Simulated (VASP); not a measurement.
Set up this calculation in VASP 6.6.1, as the native input.

| Property | Result |
| --- | --- |
| Task | electric field gradients |
| Functional | PBE |
| Potentials or basis | VASP PAW PBE potentials, release 64 (Mg, S) |
| Cutoff | 520 eV |
| k mesh | 8 × 8 × 8 |
| Occupations | fermi-dirac, width 0.01 eV |
| Spin | no spin polarisation |
| Dipole correction | no |
| Further INCAR settings | ALGO = Normal; EDIFF = 1e-08; NBANDS = 11 |

The structure of MgS lies in POSCAR:

```
MgS
1.0
    0.0000000000      2.6796995000      2.6016500000
    2.6796995000      0.0000000000      2.6016500000
    2.6796995000      2.6796995000      0.0000000000
Mg S
1 1
Direct
    0.0000000000      0.0000000000      0.0000000000
    0.5000000000      0.5000000000      0.5000000000
```

This cell differs from its parent crystal: equal xx and yy strain of +3 %.

The input as run:

INCAR

```
SYSTEM = MgS
PREC = Accurate
ENCUT = 520
EDIFF = 1E-8
ISMEAR = -1
SIGMA = 0.01
LREAL = .False.
LASPH = .True.
NELM = 60
ALGO = Normal
ISIF = 2
LWAVE = .False.
LCHARG = .False.
GGA = PE
LEFG = .True.
NBANDS = 11
```

KPOINTS

```
regular mesh
0
Gamma
  8 8 8
  0 0 0
```

Potentials or basis: VASP PAW PBE potentials, release 64 (Mg, S).

Command:

```console
$ cat potpaw_PBE.64/Mg/POTCAR potpaw_PBE.64/S/POTCAR > POTCAR
$ mpirun -np 1 vasp_std > vasp.out
```

Results of the run:

```yaml
Pressure: -3.1 GPa
Band_gap_on_the_k_mesh: 2.52 eV, indirect (least direct gap 3.22 eV)
```

Caveat: the cell differs from its parent crystal (equal xx and yy strain of +3 %); without QUAD_EFG the Cq values of the log hold for a quadrupole moment of 1 mb, not for the nuclei.

Wall time 30 s on 1 thread of Intel Xeon 6975P-C, with other jobs on the host, peak memory 0.17 GiB.
